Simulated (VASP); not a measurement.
Input of a VASP 6.6.1 run:

POSCAR

```
K
1.0
    4.7652552808      0.0000000000      0.0000000000
   -2.3826276404      4.1268321287      0.0000000000
    0.0000000000      0.0000000000      7.7819601594
K
2
Direct
    0.3333333333      0.6666666667      0.2500000000
    0.6666666667      0.3333333333      0.7500000000
```

File INCAR.step1:

```
SYSTEM = K
ALGO = Normal
EDIFF = 1E-4
ENCUT = 520
GGA = PE
ISMEAR = -1
LASPH = .True.
LCHARG = .False.
LREAL = .False.
LWAVE = .True.
NBANDS = 16
NELM = 100
PREC = Accurate
SIGMA = 0.1
```

Contents of INCAR.step2:

```
SYSTEM = K
ALGO = Normal
EDIFF = 1E-6
ENCUT = 520
ISIF = 2
ISMEAR = -1
ISTART = 1
LASPH = .True.
LCHARG = .True.
LELF = .True.
LMIXTAU = .True.
LREAL = .False.
LVHAR = .True.
LWAVE = .False.
METAGGA = R2SCAN
NBANDS = 16
NELM = 100
PREC = Accurate
SIGMA = 0.1
```

The input KPOINTS:

```
k-points
0
Gamma
  8 8 4
  0 0 0
```

Potentials or basis: VASP PAW PBE potentials, release 64 (K_sv).

Launch:

```bash
$ cat potpaw_PBE.64/K_sv/POTCAR > POTCAR
$ cp INCAR.step1 INCAR
$ mpirun -np 1 vasp_std > vasp.out
$ cp INCAR.step2 INCAR
$ mpirun -np 1 vasp_std > vasp.out
```

(1) Predict the band gap on the k mesh.

(2) What does it give for the pressure?

Answers

(1) zero (bands 9 and 10 overlap by 2.55 eV).

(2) 0.0 GPa.

Caveat: the PAW data sets were made with another functional, which shifts forces and pressure a little.
